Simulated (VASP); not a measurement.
A run of VASP 6.6.1:

File POSCAR:

```
BaTiO3
1.0
    4.0912018989      0.0000000000      0.0000000000
    0.0000000000      4.0912018989      0.0000000000
    0.0000000000      0.0000000000      4.2363754999
Ba Ti O
1 1 3
Direct
    0.5000000000      0.5000000000      0.5946603424
    0.0000000000      0.0000000000      0.1111252684
    0.0000000000      0.5000000000      0.0610935939
    0.5000000000      0.0000000000      0.0610935939
    0.0000000000      0.0000000000      0.5320241914
```

The input INCAR.step1:

```
SYSTEM = BaTiO3
ALGO = Normal
EDIFF = 1E-4
ENCUT = 520
GGA = PE
ISMEAR = 0
LASPH = .True.
LCHARG = .False.
LREAL = .False.
LWAVE = .True.
NBANDS = 28
NELM = 80
PREC = Accurate
SIGMA = 0.01
```

INCAR.step2

```
SYSTEM = BaTiO3
ALGO = Normal
EDIFF = 1E-6
ENCUT = 520
ISIF = 2
ISMEAR = 0
ISTART = 1
LASPH = .True.
LCHARG = .False.
LMIXTAU = .True.
LREAL = .False.
LWAVE = .False.
METAGGA = R2SCAN
NBANDS = 28
NELM = 80
PREC = Accurate
SIGMA = 0.01
```

The input KPOINTS:

```
k-points
0
Gamma
  6 6 6
  0 0 0
```

Potentials or basis: VASP PAW PBE potentials, release 64 (Ba_sv, Ti_sv, O).

Command:

```sh
$ cat potpaw_PBE.64/Ba_sv/POTCAR potpaw_PBE.64/Ti_sv/POTCAR potpaw_PBE.64/O/POTCAR > POTCAR
$ cp INCAR.step1 INCAR
$ mpirun -np 1 vasp_std > vasp.out
$ cp INCAR.step2 INCAR
$ mpirun -np 1 vasp_std > vasp.out
```

Hardware: 1 thread of Intel(R) Xeon(R) Platinum 8375C CPU @ 2.90GHz (Ice Lake) (shared host).

Estimate the wall time of this run.

Wall time 3.8 min on 1 thread of Intel(R) Xeon(R) Platinum 8375C CPU @ 2.90GHz (Ice Lake), on a shared host, peak memory 0.23 GiB. Counts: k points 40.
